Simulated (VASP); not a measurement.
# Ni (P6_3/mmc) in VASP: notebook, part 2 of 2

VASP 6.6.1. Earlier steps stand in the parts before.

### 3 Single point, PBEsol, collinear spin, ferromagnetic start

This run uses another cell than the first one, of 6.26 Å³/atom, 1.200 times its volume.

Contents of INCAR:

```
ALGO     = Normal         # electronic algorithm
EDIFF    = 1E-6           # SCF threshold, eV
ENCUT    = 520            # plane-wave cutoff, eV
GGA      = PS             # functional
ISIF     = 2              # what is computed and relaxed
ISMEAR   = -1             # smearing method
ISPIN    = 2              # spin polarisation
LASPH    = True           # aspherical terms in the spheres
LCHARG   = True           # write CHGCAR
LELF     = True           # ELF
LMAXMIX  = 4              # l up to which the mixer works
LORBIT   = 11             # projections on sites
LREAL    = False          # projectors in reciprocal space
LVHAR    = True         
LWAVE    = False          # write WAVECAR
MAGMOM   = 1 1            # initial moments
NBANDS   = 21             # bands
NELM     = 150            # most SCF steps
PREC     = Accurate       # precision mode
SIGMA    = 0.1            # smearing width, eV
```

Contents of KPOINTS:

```
k-points
0
Gamma
  18 18 10
```

Contents of POSCAR:

```
Ni
1.0
    2.0640464588      0.0000000000      0.0000000000
   -1.0320232294      1.7875166679      0.0000000000
    0.0000000000      0.0000000000      3.3918345966
Ni
2
Direct
    0.3333333333      0.6666666667      0.2500000000
    0.6666666667      0.3333333333      0.7500000000
```

Potentials or basis: VASP PAW PBE potentials, release 64 (Ni).

Launch:

```bash
$ cat potpaw_PBE.64/Ni/POTCAR > POTCAR
$ mpirun -np 1 vasp_std > vasp.out
```

Run time: 59 s. Hardware: 1 thread of Intel Xeon Platinum 8488C (Sapphire Rapids), shared host; peak memory 0.19 GiB.

The run converged. Its results:

| Quantity | Value |
| --- | --- |
| Free energy | -6.0439 eV |
| Pressure | 390.2 GPa |
| Net moment | 0.73 μB per cell |
| Site moments | Ni +0.34 μB |

Stress tensor (GPa, compression positive):
```
390.16   0.00   0.00
  0.00 390.16   0.00
  0.00   0.00 390.31
```

Levels at points of the mesh, in eV from the Fermi level:
Spin up:
```
           k point  band 8  band 9  band 10  band 11  band 12  band 13
(0.00, 0.00, 0.00)   -2.77   -2.77    -1.38    -0.60    -0.60    11.07
(0.50, 0.00, 0.00)   -0.27   -0.13     0.02     2.58     5.98    14.03
(0.00, 0.00, 0.50)   -4.47   -1.22    -1.22    -1.22    -1.22    20.96
(0.50, 0.00, 0.50)   -1.43   -0.10    -0.10     2.19     2.19    12.43
```
Spin down:
```
           k point  band 7  band 8  band 9  band 10  band 11  band 12  band 13  band 14
(0.00, 0.00, 0.00)   -3.33   -2.38   -2.38    -1.35    -0.18    -0.18    11.35    26.83
(0.50, 0.00, 0.00)   -3.22    0.19    0.30     0.48     2.91     6.22    14.17    15.67
(0.00, 0.00, 0.50)   -4.09   -4.09   -0.80    -0.80    -0.80    -0.80    21.09    21.09
(0.50, 0.00, 0.50)   -1.12   -1.12    0.36     0.36     2.39     2.39    12.67    12.67
```

Caveat: the PAW data sets were made with another functional, which shifts forces and pressure a little.

### 4 Single point, PBEsol, collinear spin, ferromagnetic start

Contents of INCAR:

```
SYSTEM = Ni
ALGO = Normal
EDIFF = 1E-6
ENCUT = 520
GGA = PS
ISIF = 2
ISMEAR = -1
ISPIN = 2
LASPH = .True.
LCHARG = .False.
LMAXMIX = 4
LORBIT = 11
LREAL = .False.
LWAVE = .False.
MAGMOM = 1 1
NBANDS = 21
NELM = 150
PREC = Accurate
SIGMA = 0.1
```

Contents of KPOINTS:

```
k-points
0
Gamma
  18 18 10
  0 0 0
```

POSCAR is that of step 3.

Potentials or basis: VASP PAW PBE potentials, release 64 (Ni).

Launch:

```bash
$ cat potpaw_PBE.64/Ni/POTCAR > POTCAR
$ mpirun -np 1 vasp_std > vasp.out
```

OUTCAR:

```text
SYSTEM = Ni
   EDIFF = 1E-6
   ENCUT = 520
   GGA = PS
   ISIF = 2
   ISMEAR = -1
   ISPIN = 2
   LASPH = .True.
   LORBIT = 11
   LREAL = .False.
   NELM = 150
   PREC = Accurate

 ion  position               nearest neighbor table
   1  0.333  0.667  0.250-   2 2.07   2 2.07   2 2.07   2 2.07   2 2.07   2 2.07   2 2.93   2 2.93
                             2 2.93   2 2.93   2 2.93   2 2.93
   2  0.667  0.333  0.750-   1 2.07   1 2.07   1 2.07   1 2.07   1 2.07   1 2.07   1 2.93   1 2.93
                             1 2.93   1 2.93   1 2.93   1 2.93

  LATTYP: Found a hexagonal cell.
 ALAT       =     2.0640464588
 C/A-ratio  =     1.6432937263

  Lattice vectors:

 A1 = (   2.0640464588,   0.0000000000,   0.0000000000)
 A2 = (  -1.0320232294,   1.7875166679,   0.0000000000)
 A3 = (   0.0000000000,   0.0000000000,   3.3918345966)

[... 1370 lines left out ...]
  energy-cutoff  :      520.00
  volume of cell :       12.51
      direct lattice vectors                 reciprocal lattice vectors
     2.064046459  0.000000000  0.000000000     0.484485219  0.279717671  0.000000000
    -1.032023229  1.787516668  0.000000000     0.000000000  0.559435343  0.000000000
     0.000000000  0.000000000  3.391834597     0.000000000  0.000000000  0.294825697

 POSITION                                       TOTAL-FORCE (eV/Angst)
 -----------------------------------------------------------------------------------
     -0.00000      1.19168      0.84796        -0.000000      0.000000      0.000000
      1.03202      0.59584      2.54388         0.000000     -0.000000      0.000000
 -----------------------------------------------------------------------------------
    total drift:                                0.000000     -0.000000     -0.000000

  FREE ENERGIE OF THE ION-ELECTRON SYSTEM (eV)
  ---------------------------------------------------
  free  energy   TOTEN  =        -6.0438859344 eV

  energy  without entropy=       -5.9500046662  energy(sigma->0) =       -5.99694530

 total charge

# of ion       s       p       d       tot
------------------------------------------
    1        0.842   1.259   8.951  11.053
    2        0.842   1.259   8.951  11.053
--------------------------------------------------
tot          1.684   2.519  17.902  22.105

 magnetization (x)

# of ion       s       p       d       tot
------------------------------------------
    1       -0.004  -0.017   0.364   0.343
    2       -0.004  -0.017   0.364   0.343
--------------------------------------------------
tot         -0.008  -0.035   0.727   0.685
```

Wall time 64 s (1 thread of Intel Xeon Platinum 8488C (Sapphire Rapids), shared host); peak memory 0.19 GiB.

Results:

| Quantity | Value |
| --- | --- |
| Free energy | -6.0439 eV |
| Pressure | 390.2 GPa |
| Net moment | 0.73 μB per cell |
| Site moments | Ni +0.34 μB |

Levels at points of the mesh, in eV from the Fermi level:
Spin up:
| k point | band 8 | band 9 | band 10 | band 11 | band 12 | band 13 |
| --- | --- | --- | --- | --- | --- | --- |
| (0.00, 0.00, 0.00) | -2.77 | -2.77 | -1.38 | -0.60 | -0.60 | 11.07 |
| (0.50, 0.00, 0.00) | -0.27 | -0.13 | 0.02 | 2.58 | 5.98 | 14.03 |
| (0.00, 0.00, 0.50) | -4.47 | -1.22 | -1.22 | -1.22 | -1.22 | 20.96 |
| (0.50, 0.00, 0.50) | -1.43 | -0.10 | -0.10 | 2.19 | 2.19 | 12.43 |
Spin down:
```csv
k point,band 7,band 8,band 9,band 10,band 11,band 12,band 13,band 14
"(0.00, 0.00, 0.00)",-3.33,-2.38,-2.38,-1.35,-0.18,-0.18,11.35,26.83
"(0.50, 0.00, 0.00)",-3.22,0.19,0.30,0.48,2.91,6.22,14.17,15.67
"(0.00, 0.00, 0.50)",-4.09,-4.09,-0.80,-0.80,-0.80,-0.80,21.09,21.09
"(0.50, 0.00, 0.50)",-1.12,-1.12,0.36,0.36,2.39,2.39,12.67,12.67
```

Caveat: the PAW data sets were made with another functional, which shifts forces and pressure a little.

### 5 Single point, PBEsol, collinear spin, antiferromagnetic start

This run uses another cell than the first one, of 6.26 Å³/atom, 1.200 times its volume.

Contents of INCAR:

```
SYSTEM = Ni
PREC = Accurate
ENCUT = 520
EDIFF = 1E-7
ISMEAR = -1
SIGMA = 0.1
LREAL = .False.
LASPH = .True.
NELM = 150
ALGO = Normal
ISIF = 2
LWAVE = .False.
LCHARG = .False.
ISPIN = 2
MAGMOM = 1 -1
LORBIT = 11
LMAXMIX = 4
GGA = PS
NBANDS = 21
```

Contents of KPOINTS:

```
Automatic mesh
0
Gamma
  18 18 10
  0 0 0
```

POSCAR is that of step 4.

Potentials or basis: VASP PAW PBE potentials, release 64 (Ni).

Launch:

```bash
$ cat potpaw_PBE.64/Ni/POTCAR > POTCAR
$ mpirun -np 1 vasp_std > vasp.out
```

OUTCAR:

```text
SYSTEM = Ni
   PREC = Accurate
   ENCUT = 520
   EDIFF = 1E-7
   ISMEAR = -1
   LREAL = .False.
   LASPH = .True.
   NELM = 150
   ISIF = 2
   ISPIN = 2
   LORBIT = 11
   GGA = PS

 ion  position               nearest neighbor table
   1  0.333  0.667  0.250-   2 2.07   2 2.07   2 2.07   2 2.07   2 2.07   2 2.07   2 2.93   2 2.93
                             2 2.93   2 2.93   2 2.93   2 2.93
   2  0.667  0.333  0.750-   1 2.07   1 2.07   1 2.07   1 2.07   1 2.07   1 2.07   1 2.93   1 2.93
                             1 2.93   1 2.93   1 2.93   1 2.93

  LATTYP: Found a hexagonal cell.
 ALAT       =     2.0640464588
 C/A-ratio  =     1.6432937263

  Lattice vectors:
[... 1375 lines left out ...]
 VOLUME and BASIS-vectors are now :
 -----------------------------------------------------------------------------
  energy-cutoff  :      520.00
  volume of cell :       12.51
      direct lattice vectors                 reciprocal lattice vectors
     2.064046459  0.000000000  0.000000000     0.484485219  0.279717671  0.000000000
    -1.032023229  1.787516668  0.000000000     0.000000000  0.559435343  0.000000000
     0.000000000  0.000000000  3.391834597     0.000000000  0.000000000  0.294825697

 POSITION                                       TOTAL-FORCE (eV/Angst)
 -----------------------------------------------------------------------------------
     -0.00000      1.19168      0.84796        -0.000000      0.000000      0.000000
      1.03202      0.59584      2.54388         0.000000     -0.000000      0.000000
 -----------------------------------------------------------------------------------
    total drift:                                0.000000     -0.000000     -0.000000

  FREE ENERGIE OF THE ION-ELECTRON SYSTEM (eV)
  ---------------------------------------------------
  free  energy   TOTEN  =        -6.0389130654 eV

  energy  without entropy=       -5.9226174395  energy(sigma->0) =       -5.98076525

 total charge

# of ion       s       p       d       tot
------------------------------------------
    1        0.841   1.258   8.952  11.051
    2        0.841   1.258   8.952  11.051
--------------------------------------------------
tot          1.682   2.516  17.905  22.103

 magnetization (x)

# of ion       s       p       d       tot
------------------------------------------
    1       -0.000  -0.000  -0.000  -0.000
    2        0.000   0.000   0.000   0.000
--------------------------------------------------
tot          0.000   0.000   0.000   0.000
```

stdout:

```text
POSCAR found type information on POSCAR Ni
 POSCAR found :  1 types and       2 ions
 scaLAPACK will be used
 -----------------------------------------------------------------------------
|                                                                             |
|                                                                             |
|     You enforced a specific xc type in the INCAR file but a different       |
|     I HOPE YOU KNOW WHAT YOU ARE DOING!                                     |
|                                                                             |
 -----------------------------------------------------------------------------

 LDA part: xc-table for (Slater+PW92), standard interpolation
 POSCAR, INCAR and KPOINTS ok, starting setup
 FFT: planning ... GRIDC
 FFT: planning ... GRID_SOFT
 FFT: planning ... GRID
 WAVECAR not read
 entering main loop
```

It took 67 s on 1 thread of Intel Xeon Platinum 8488C (Sapphire Rapids), shared host; peak memory 0.19 GiB.

Results:

- Free energy: -6.0389 eV
- Pressure: 389.2 GPa
- Band gap on the k mesh: zero (filled and empty bands overlap)
- Net moment: 0.00 μB per cell

Caveat: the PAW data sets were made with another functional, which shifts forces and pressure a little.
